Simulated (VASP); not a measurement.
Here is a VASP 6.6.1 calculation.

Contents of INCAR:

```
ALGO     = Normal         # electronic algorithm
EDIFF    = 1E-7           # SCF threshold, eV
EDIFFG   = -0.02          # ionic threshold
ENCUT    = 450            # plane-wave cutoff, eV
GGA      = PE             # functional
GGA_COMPAT= F            
IBRION   = 2              # ionic algorithm
ISIF     = 2              # what is computed and relaxed
ISMEAR   = -1             # smearing method
LASPH    = T              # aspherical terms in the spheres
LCHARG   = F              # write CHGCAR
LREAL    = F              # projectors in reciprocal space
LWAVE    = F              # write WAVECAR
NELM     = 120            # most SCF steps
NELMIN   = 4            
NSW      = 80             # ionic steps
PREC     = Accurate       # precision mode
SIGMA    = 0.02           # smearing width, eV
```

The input KPOINTS:

```
k-points
0
Gamma
  14 14 14
```

Contents of POSCAR:

```
AlP
1.0
    0.0000000000      2.7100000000      2.6829000000
    2.7100000000      0.0000000000      2.6829000000
    2.7100000000      2.7100000000      0.0000000000
Al P
1 1
Direct
    0.0000000000      0.0000000000      0.0000000000
    0.2500000000      0.2500000000      0.2500000000
```

Potentials or basis: VASP PAW PBE potentials, release 64 (Al, P).

Launch:

```bash
$ cat potpaw_PBE.64/Al/POTCAR potpaw_PBE.64/P/POTCAR > POTCAR
$ mpirun -np 1 vasp_std > vasp.out
```

(1) Predict the band gap on the k mesh.

Results:

(1) 1.45 eV, indirect (least direct gap 3.55 eV).

Caveat: the cell differs from its parent crystal (z stretched by -1 %); the relaxation stopped at its first step, so nothing moved.
